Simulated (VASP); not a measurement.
A run of VASP 6.6.1:

INCAR

```
ALGO     = Normal         # electronic algorithm
EDIFF    = 1E-7           # SCF threshold, eV
ENCUT    = 520            # plane-wave cutoff, eV
GGA      = PS             # functional
ISIF     = 2              # what is computed and relaxed
ISMEAR   = 0              # smearing method
LASPH    = T              # aspherical terms in the spheres
LCHARG   = F              # write CHGCAR
LREAL    = F              # projectors in reciprocal space
LWAVE    = F              # write WAVECAR
NBANDS   = 22             # bands
NELM     = 80             # most SCF steps
PREC     = Accurate       # precision mode
SIGMA    = 0.05           # smearing width, eV
```

File KPOINTS:

```
k-points
0
Gamma
  10 10 10
```

POSCAR

```
BiMo
1.0
    0.0000000000      2.9228632701      2.9228632701
    2.9228632701      0.0000000000      2.9228632701
    2.9228632701      2.9228632701      0.0000000000
Mo Bi
1 1
Direct
    0.0000000000      0.0000000000      0.0000000000
    0.2500000000      0.2500000000      0.2500000000
```

Potentials or basis: VASP PAW PBE potentials, release 64 (Mo_sv, Bi_d).

Command:

```console
$ cat potpaw_PBE.64/Mo_sv/POTCAR potpaw_PBE.64/Bi_d/POTCAR > POTCAR
$ mpirun -np 1 vasp_std > vasp.out
```

Hardware: 1 thread of Intel(R) Xeon(R) 6975P-C (Granite Rapids), on a shared host.

**Question.** How long does it take, and how much memory?

**Answer.** It took 17 s on 1 thread of Intel(R) Xeon(R) 6975P-C (Granite Rapids) (shared host), peak memory 0.2 GiB. Counts: scf iterations 14, k points 47.
